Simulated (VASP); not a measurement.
A run of VASP 6.6.1:

Contents of INCAR:

```
SYSTEM = HfO2
ALGO = Normal
EDIFF = 1E-6
ENCUT = 520
GGA = PS
ISIF = 2
ISMEAR = 0
LASPH = .TRUE.
LCHARG = .FALSE.
LREAL = .FALSE.
LWAVE = .FALSE.
NBANDS = 31
NELM = 60
PREC = Accurate
SIGMA = 0.01
```

KPOINTS

```
k-points
0
G
  4 4 6
  0 0 0
```

Contents of POSCAR:

```
HfO2
1.0
    4.9233254501      0.0000000000      0.0000000000
    0.0000000000      4.9233254501      0.0000000000
    0.0000000000      0.0000000000      3.2785281204
Hf O
2 4
Direct
    0.0000000000      0.0000000000      0.0000000000
    0.5000000000      0.5000000000      0.5000000000
    0.1949551200      0.8050448800      0.5000000000
    0.3050448800      0.3050448800      0.0000000000
    0.6949551200      0.6949551200      0.0000000000
    0.8050448800      0.1949551200      0.5000000000
```

Potentials or basis: VASP PAW PBE potentials, release 64 (Hf_pv, O).

Launch:

```sh
$ cat potpaw_PBE.64/Hf_pv/POTCAR potpaw_PBE.64/O/POTCAR > POTCAR
$ mpirun -np 1 vasp_std > vasp.out
```

Hardware: 1 thread of Intel(R) Xeon(R) Platinum 8488C (Sapphire Rapids), on a shared host.

Question: How long does it take, and how much memory?

Answer: Run time: 28 s on 1 thread of Intel(R) Xeon(R) Platinum 8488C (Sapphire Rapids), on a shared host, peak memory 0.2 GiB. Counts: scf iterations 14, k points 24.
